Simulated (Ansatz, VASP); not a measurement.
# One calculation of GaSb3, two programs

INCAR

```
SYSTEM = GaSb3
PREC = Accurate
ENCUT = 520
EDIFF = 1E-6
ISMEAR = 0
SIGMA = 0.15
LREAL = .False.
LASPH = .True.
NELM = 100
ALGO = Normal
ISIF = 2
LWAVE = .False.
LCHARG = .False.
GGA = PE
IVDW = 12
NBANDS = 22
```

Contents of KPOINTS:

```
Automatic mesh
0
Gamma
  12 12 12
  0 0 0
```

The input POSCAR:

```
GaSb3
1.0
    0.0000000000      3.6478901005      3.6478901005
    3.6478901005      0.0000000000      3.6478901005
    3.6478901005      3.6478901005      0.0000000000
Ga Sb
1 3
Direct
    0.0000000000      0.0000000000      0.0000000000
    0.2671331916      0.2328668084      0.2671331916
    0.7671331916      0.7328668084      0.7671331916
    0.5171331916      0.4828668084      0.5171331916
```

Input for Ansatz:

```yaml
crystal:
  lattice:
    - [0.0, 3.6478901005, 3.6478901005]
    - [3.6478901005, 0.0, 3.6478901005]
    - [3.6478901005, 3.6478901005, 0.0]
  atoms:
    - { symbol: Ga, position: [0.0, 0.0, 0.0] }
    - { symbol: Sb, position: [0.2671331916, 0.2328668084, 0.2671331916] }
    - { symbol: Sb, position: [0.7671331916, 0.7328668084, 0.7671331916] }
    - { symbol: Sb, position: [0.5171331916, 0.4828668084, 0.5171331916] }
basis:
  ecutwfc: 420
kpoints:
  mp_grid: { grid: [12, 12, 12] }
hamiltonian:
  xc: pbe
  dispersion: d3bj
scf:
  occupations: { method: gaussian, width: 0.15 }
output:
  forces: true
  stress: true
  eigenvalues: true
```

Change from the starting cell: all Sb atoms moved +0.125 Å, as atom 2 along Cartesian [0 1 0].

Alike in both runs: task single point; functional PBE; dispersion D3(BJ); k mesh 12 × 12 × 12; occupations gaussian, width 0.15 eV; no spin polarisation.

|  | VASP | Ansatz |
| --- | --- | --- |
| version | VASP 6.6.1 | Ansatz 0.2.0 |
| potentials or method | VASP PAW PBE potentials, release 64 (Ga_d, Sb), cutoff 520 eV | scalar-relativistic, plane waves, PAW |
| valence electrons in the cell | 28 | 58 |

```tsv
	VASP	Ansatz	Ansatz less VASP
gap on the k mesh at the Fermi level (eV)	none	none	-
pressure (GPa)	0.4	0.5	+0.08
traceless stress, the component that is largest in VASP (GPa)	-0.06	-0.06	0.000
rms of the force components (eV/Å)	0.079	0.078	-0.0005
```

Atom by atom the forces differ by 0.001 eV/Å (rms over components). A gap of «none» marks a metal or a gap that the smearing closes. VASP's potentials hold 28 valence electrons a cell and Ansatz's 58, so a difference there can come from the potentials and not from the codes.

Spin-orbit coupling is off throughout.
